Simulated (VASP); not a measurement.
The system is HPbNO4.

```
H Pb N O
1.0
     4.19923    0.11117    0.16817
     1.91600    3.89132    0.12568
     1.76085    1.25259    6.37266
H Pb N O
1 1 1 4
Direct
  0.89145 0.68202 0.62796
  0.14426 0.92872 0.88352
  0.25670 0.28861 0.30171
  0.83108 0.65056 0.78405
  0.38694 0.22380 0.11295
  0.31104 0.03576 0.45856
  0.07726 0.60633 0.32275
```

Base run:

```yaml
Program: VASP 6.6.1
Functional: PBE
Potentials_or_basis: VASP PAW PBE potentials, release 64 (H_h, Pb_d, N_h, O_h)
Cutoff: 910 eV
k_mesh: 10 × 10 × 6
Occupations: fermi-dirac, width 0.05 eV
Spin: no spin polarisation
```

Its results: band gap on the k mesh 2.80 eV (least direct gap 2.81 eV); pressure -0.4 GPa; largest force 0.007 eV/Å.

The run is repeated on the same cell with these changes: potentials or basis from VASP PAW PBE potentials, release 64 (H_h, Pb_d, N_h, O_h) to VASP PAW PBE potentials, release 64 (H, Pb_d, N, O); cutoff from 910 eV to 520 eV; k mesh from 10 × 10 × 6 to 5 × 5 × 4. What comes out?

Band gap on the k mesh 2.85 eV; pressure 0.6 GPa; largest force 0.424 eV/Å.

Caveats: spin-orbit coupling is left out, which moves the levels of the heavy elements; the standard files for N, O and F lose accuracy on very short bonds (at least some runs).

A k mesh can miss the band edges.
